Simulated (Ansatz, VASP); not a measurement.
# One calculation of Al2Au, two programs

File INCAR:

```
SYSTEM = Al2Au
PREC = Accurate ; ENCUT = 500
EDIFF = 1E-6 ; ISMEAR = 0
SIGMA = 0.1 ; LREAL = .FALSE.
LASPH = .TRUE. ; NELM = 120
ALGO = Normal ; ISIF = 2
LWAVE = .FALSE. ; LCHARG = .FALSE.
GGA = PE ; NBANDS = 16
GGA_COMPAT = .FALSE.
```

File KPOINTS:

```
regular mesh
0
G
  6 6 6
  0 0 0
```

POSCAR

```
Al2Au
1.0
    0.0000000000      3.0000000000      3.0000000000
    3.0000000000      0.0000000000      3.0000000000
    3.0000000000      3.0000000000      0.0000000000
Al Au
2 1
Direct
    0.2500000000      0.2500000000      0.2500000000
    0.7500000000      0.7500000000      0.7500000000
    0.0000000000      0.0000000000      0.0000000000
```

Input for Ansatz:

```yaml
crystal:
  lattice:
    - [0.0, 3.0, 3.0]
    - [3.0, 0.0, 3.0]
    - [3.0, 3.0, 0.0]
  atoms:
    - { symbol: Al, position: [0.25, 0.25, 0.25] }
    - { symbol: Al, position: [0.75, 0.75, 0.75] }
    - { symbol: Au, position: [0.0, 0.0, 0.0] }
basis:
  ecutwfc: 420
kpoints:
  mp_grid: { grid: [6, 6, 6] }
hamiltonian:
  xc: pbe
scf:
  occupations: { method: gaussian, width: 0.1 }
output:
  forces: true
  stress: true
  eigenvalues: true
```

Alike in both runs: task single point; functional PBE; k mesh 6 × 6 × 6; occupations gaussian, width 0.1 eV; no spin polarisation.

```csv
,VASP,Ansatz
version,VASP 6.6.1,Ansatz 0.2.0
potentials or method,"VASP PAW PBE potentials, release 64 (Al, Au), cutoff 500 eV","scalar-relativistic, plane waves, PAW"
valence electrons in the cell,17,25
```

|  | VASP | Ansatz | Ansatz less VASP |
| --- | --- | --- | --- |
| gap on the k mesh at the Fermi level (eV) | none | none | - |
| pressure (GPa) | 3.2 | 3.4 | +0.25 |

A gap of «none» marks a metal or a gap that the smearing closes. VASP's potentials hold 17 valence electrons a cell and Ansatz's 25, so a difference there can come from the potentials and not from the codes.

Neither program's run includes spin-orbit coupling.
